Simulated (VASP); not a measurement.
Set up this calculation in VASP 6.6.1, as the native input.

| Property | Result |
| --- | --- |
| Task | single point |
| Functional | HF |
| Potentials or basis | VASP PAW PBE potentials, release 64 (Na_pv, F) |
| Cutoff | 520 eV |
| k mesh | 6 × 6 × 6 |
| Occupations | gaussian, width 0.01 eV |
| Spin | no spin polarisation |
| Dipole correction | no |
| Grid for exact exchange (PRECFOCK) | Normal |
| Further INCAR settings | ALGO = Normal; EDIFF = 1e-06; NBANDS = 14 |

NaF:

```
Na F
1.0
     2.79349    0.00000    0.00000
     0.00000    2.79349    0.00000
     0.00000    0.00000    2.79349
Na F
1 1
Direct
  0.00000 0.00000 0.00000
  0.50000 0.50000 0.50000
```

These files were run (other wordings do the same):

POSCAR

```
NaF
1.0
    2.7934851918      0.0000000000      0.0000000000
    0.0000000000      2.7934851918      0.0000000000
    0.0000000000      0.0000000000      2.7934851918
Na F
1 1
Direct
    0.0000000000      0.0000000000      0.0000000000
    0.5000000000      0.5000000000      0.5000000000
```

INCAR.step1

```
SYSTEM = NaF
ALGO = Normal
EDIFF = 1E-5
ENCUT = 520
GGA = PE
ISIF = 2
ISMEAR = 0
LASPH = .TRUE.
LREAL = .FALSE.
LWAVE = .TRUE.
NBANDS = 14
NELM = 80
PREC = Accurate
SIGMA = 0.01
```

INCAR.step2

```
SYSTEM = NaF
AEXX = 1.0
AGGAC = 0.0
ALDAC = 0.0
ALGO = Normal
EDIFF = 1E-6
ENCUT = 520
GGA = PE
ISIF = 2
ISMEAR = 0
ISTART = 1
LASPH = .TRUE.
LCHARG = .TRUE.
LELF = .TRUE.
LHFCALC = .TRUE.
LREAL = .FALSE.
LVHAR = .TRUE.
LWAVE = .FALSE.
NBANDS = 14
NELM = 80
PREC = Accurate
PRECFOCK = Normal
SIGMA = 0.01
```

KPOINTS

```
k-points
0
G
  6 6 6
  0 0 0
```

Potentials or basis: VASP PAW PBE potentials, release 64 (Na_pv, F).

The run is started by

```bash
$ cat potpaw_PBE.64/Na_pv/POTCAR potpaw_PBE.64/F/POTCAR > POTCAR
$ cp INCAR.step1 INCAR
$ mpirun -np 1 vasp_std > vasp.out
$ cp INCAR.step2 INCAR
$ mpirun -np 1 vasp_std > vasp.out
```

It gave:

- Pressure: 1.7 GPa
- Band gap on the k mesh: 18.42 eV, indirect (least direct gap 18.81 eV)

Caveat: the PAW data sets were made with another functional, which shifts forces and pressure a little.

Run time: 6.8 min on 1 thread of Oxide Virtual Turin-like Processor, on a shared host, peak memory 0.11 GiB.
